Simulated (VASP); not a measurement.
The system is Tb4WO.

```
Tb W O
1.0
     5.27745    0.00000    0.00000
     0.00000    5.27745    0.00000
     0.00000    0.00000    4.76309
Tb W O
4 1 1
Direct
  0.00000 0.00000 0.50000
  0.00000 0.50000 0.00000
  0.50000 0.00000 0.00000
  0.50000 0.50000 0.00000
  0.00000 0.00000 0.00000
  0.50000 0.50000 0.50000
```

The cell was generated, and may not be a known phase.

* Program: VASP 6.6.1
* Task: relaxation of cell and atoms
* Functional: PBE
* Potentials or basis: VASP PAW PBE potentials, release 64 (Tb_3, W_sv, O), 4f in core
* Cutoff: 600 eV
* k mesh: 3 × 3 × 4
* Occupations: gaussian, width 0.2 eV
* Spin: no spin polarisation

At the start: pressure 25.8 GPa; volume 22.11 Å³/atom.

Problem. Where does the relaxation end?

Solution. Over 6 steps the energy falls by 559.0 meV/atom and the volume is 30.23 Å³/atom (+36.7 %); space group P4/mmm (No. 123, to 0.1 Å) before and after.

The path:
```tsv
step	energy change (eV)	largest force (eV/Å)	pressure (GPa)	volume (Å³)
1	0.0000	0.0000	25.79	132.66
2	-2.5322	0.0000	-6.24	213.00
3	-3.1531	0.0000	-0.49	180.28
4	-3.1542	0.0000	-0.95	182.11
5	-3.3470	0.0000	0.66	181.23
6	-3.3541	0.0000	0.32	181.40
```

Final structure:
```yaml
crystal:
  lattice:
    - [6.08061, 0.00000, 0.00000]
    - [0.00000, 6.08061, 0.00000]
    - [0.00000, 0.00000, 4.90606]
  atoms:
    - { symbol: Tb, position: [0.00000, 0.00000, 0.50000] }
    - { symbol: Tb, position: [0.00000, 0.50000, 0.00000] }
    - { symbol: Tb, position: [0.50000, 0.00000, 0.00000] }
    - { symbol: Tb, position: [0.50000, 0.50000, 0.00000] }
    - { symbol: W, position: [0.00000, 0.00000, 0.00000] }
    - { symbol: O, position: [0.50000, 0.50000, 0.50000] }
```

Caveat: the k points lie up to 0.34 Å⁻¹ apart in the final cell, too coarse for converged energies and pressures of a metal; the volume moved by over 15 % at a fixed basis, so the end points are rough; the run has no spin polarisation, though such a crystal can be magnetic.
